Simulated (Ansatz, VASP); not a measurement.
# Ge in VASP and in Ansatz

POSCAR

```
Ge
1.0
    0.0000000000      2.8368735116      2.8368735116
    2.8368735116      0.0000000000      2.8368735116
    2.8368735116      2.8368735116      0.0000000000
Ge
2
Direct
    0.0000000000      0.0000000000      0.0000000000
    0.2500000000      0.2500000000      0.2500000000
```

The input INCAR.step1:

```
SYSTEM = Ge
PREC = Accurate ; ENCUT = 520
ISMEAR = -1 ; SIGMA = 0.02
LREAL = .FALSE. ; LASPH = .TRUE.
NELM = 80 ; NBANDS = 21
GGA = PE ; ALGO = Normal
EDIFF = 1E-4 ; LWAVE = .TRUE.
LCHARG = .FALSE.
```

INCAR.step2

```
SYSTEM = Ge
PREC = Accurate ; ENCUT = 520
EDIFF = 1E-6 ; ISMEAR = -1
SIGMA = 0.02 ; LREAL = .FALSE.
LASPH = .TRUE. ; NELM = 80
ALGO = Normal ; ISIF = 2
LWAVE = .FALSE. ; LCHARG = .FALSE.
METAGGA = R2SCAN ; LMIXTAU = .TRUE.
NBANDS = 21 ; ISTART = 1
```

Contents of KPOINTS:

```
Automatic mesh
0
G
  6 6 6
  0 0 0
```

Input for Ansatz:

```yaml
crystal:
  lattice:
    - [0.0, 2.8368735116, 2.8368735116]
    - [2.8368735116, 0.0, 2.8368735116]
    - [2.8368735116, 2.8368735116, 0.0]
  atoms:
    - { symbol: Ge, position: [0.0, 0.0, 0.0] }
    - { symbol: Ge, position: [0.25, 0.25, 0.25] }
kpoints:
  mp_grid: { grid: [6, 6, 6] }
hamiltonian:
  xc: r2scan
scf:
  occupations: { method: fermi_dirac, width: 0.02 }
  n_extra_bands: 4
output:
  forces: true
  stress: true
  eigenvalues: true
```

Alike in both runs: task single point; functional r2SCAN; k mesh 6 × 6 × 6; occupations fermi-dirac, width 0.02 eV; no spin polarisation.

```csv
,VASP,Ansatz
version,VASP 6.6.1,Ansatz 0.2.0
potentials or method,"VASP PAW PBE potentials, release 64 (Ge_d)","plane waves, PAW"
plane-wave cutoff (eV),520,500
valence electrons in the cell,28,28
```

VASP gave:

* pressure (GPa): 0.0

Question: What did Ansatz give for the same quantities?

Answer: Pressure (GPa): -0.1.

VASP's potentials were made for PBE, not for r2SCAN. With one functional, cell and mesh, what is left measures potentials, basis and numerics.
